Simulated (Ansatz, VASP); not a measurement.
## B2C in VASP and in Ansatz

```
B C
1.0
     2.91826    0.00000    0.00000
    -1.45913    2.52729    0.00000
     0.00000    0.00000    2.93713
B C
2 1
Direct
  0.33333 0.66667 0.50000
  0.66667 0.33333 0.50000
  0.00000 0.00000 0.00000
```

Alike in both runs: functional PBE; k mesh 8 × 8 × 5; occupations gaussian, width 0.2 eV; no spin polarisation.

Ansatz relaxed the structure, and its values are those at the end. VASP's run is a single point on that final structure, the one shown.

|  | VASP | Ansatz |
| --- | --- | --- |
| version | VASP 6.6.1 | Ansatz 0.2.0 |
| potentials or method | VASP PAW PBE potentials, release 64 (B, C), cutoff 600 eV | scalar-relativistic, plane waves, PAW |
| valence electrons in the cell | 10 | 10 |

```tsv
	VASP	Ansatz	Ansatz less VASP
gap on the k mesh at the Fermi level (eV)	none	none	-
pressure (GPa)	0.1	0.2	+0.05
```

A gap of «none» marks a metal or a gap that the smearing closes. The functional is the same, so the differences come from potentials, cutoffs and numerics.

The k mesh is coarse, so the values compare programs but aren't converged.
